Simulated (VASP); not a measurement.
## Al: single point with PBEsol

Al:

```xyz
1
Lattice="0.0000 1.9913 2.0909 1.9913 0.0000 2.0909 1.9913 1.9913 0.0000" Properties=species:S:1:pos:R:3 pbc="T T T"
Al    0.0000    0.0000    0.0000
```

This cell differs from its parent crystal: ratio of the length along z to the lengths across it x 1.05, volume and fractional coordinates fixed.

```json
{
  "Program": "VASP 6.6.1",
  "Task": "single point",
  "Functional": "PBEsol",
  "Potentials or basis": "VASP PAW PBE potentials, release 64 (Al)",
  "Cutoff": "520 eV",
  "k mesh": "22 × 22 × 22",
  "Occupations": "gaussian, width 0.15 eV",
  "Spin": "no spin polarisation"
}
```

* Pressure: -1.7 GPa

Stress tensor (GPa, compression positive):
```
-0.80  0.00  0.00
 0.00 -0.80  0.00
 0.00  0.00 -3.48
```

Levels at points of the mesh, in eV from the Fermi level:
```
           k point  band 1  band 2  band 3  band 4  band 5  band 6
(0.00, 0.00, 0.00)  -11.09   12.24   12.78   12.78   13.99   13.99
(0.50, 0.00, 0.00)   -4.57   -4.36   10.63   10.80   11.96   11.97
(0.50, 0.50, 0.00)   -3.35   -2.26    5.63    6.17    6.17    9.62
(0.50, 0.00, 0.50)   -2.67   -1.27    5.10    5.12    5.46    8.71
```

It took 54 s on 1 thread of Intel Xeon 6975P-C (shared host), peak memory 0.21 GiB.

Caveat: the PAW data sets were made with another functional, which shifts forces and pressure a little.
